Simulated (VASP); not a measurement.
Write the native input for VASP 6.6.1 that does the following.

| Property | Result |
| --- | --- |
| Task | single point |
| Functional | PBE |
| Potentials or basis | VASP PAW PBE potentials, release 64 (Mo_sv) |
| Cutoff | 520 eV |
| k mesh | 16 × 16 × 16 |
| Occupations | gaussian, width 0.1 eV |
| Spin | no spin polarisation |
| Dipole correction | no |
| Further INCAR settings | ALGO = Normal; EDIFF = 1e-06; NBANDS = 13 |

The structure of Mo lies in POSCAR:

```
Mo
1.0
    2.6040728589      0.0000000000      0.0000000000
    0.0000000000      2.6040728589      0.0000000000
    0.0000000000      0.0000000000      2.6040728589
Mo
1
Direct
    0.0000000000      0.0000000000      0.0000000000
```

The input as run:

INCAR

```
  PREC = Accurate
  ENCUT = 520
  EDIFF = 1E-6
  ISMEAR = 0
  SIGMA = 0.1
  LREAL = F
  LASPH = T
  NELM = 80
  ALGO = Normal
  ISIF = 2
  LWAVE = F
  LCHARG = F
  GGA = PE
  NBANDS = 13
```

KPOINTS

```
regular mesh
0
Gamma
  16 16 16
```

Potentials or basis: VASP PAW PBE potentials, release 64 (Mo_sv).

Command:

```sh
$ cat potpaw_PBE.64/Mo_sv/POTCAR > POTCAR
$ mpirun -np 1 vasp_std > vasp.out
```

It gave:

* Pressure: 0.4 GPa
* Band gap on the k mesh: zero (band 7 reaches 12.08 eV, above the bottom of band 8 at 9.54 eV)

Run time: 16 s on 1 thread of Intel Xeon 6975P-C (shared host), peak memory 0.15 GiB.
